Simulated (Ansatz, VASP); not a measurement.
# Ca in VASP and in Ansatz

```
Ca
1.0
    -2.24000    2.24000    2.17280
     2.24000   -2.24000    2.17280
     2.24000    2.24000   -2.17280
Ca
1
Direct
  0.00000 0.00000 0.00000
```

Change from the starting cell: strain +0.000 along x and y, -0.030 along z, atoms carried along.

Alike in both runs: task single point; functional r2SCAN; k mesh 16 × 16 × 16; occupations gaussian, width 0.15 eV; no spin polarisation.

|  | VASP | Ansatz |
| --- | --- | --- |
| version | VASP 6.6.1 | Ansatz 0.2.0 |
| potentials or method | VASP PAW PBE potentials, release 64 (Ca_sv), cutoff 520 eV | scalar-relativistic, plane waves, PAW |
| valence electrons in the cell | 10 | 10 |

|  | VASP | Ansatz | Ansatz less VASP |
| --- | --- | --- | --- |
| gap on the k mesh at the Fermi level (eV) | none | none | - |
| pressure (GPa) | -0.1 | -0.1 | -0.05 |

VASP's potentials were made for PBE, not for r2SCAN. A gap of «none» marks a metal or a gap that the smearing closes.
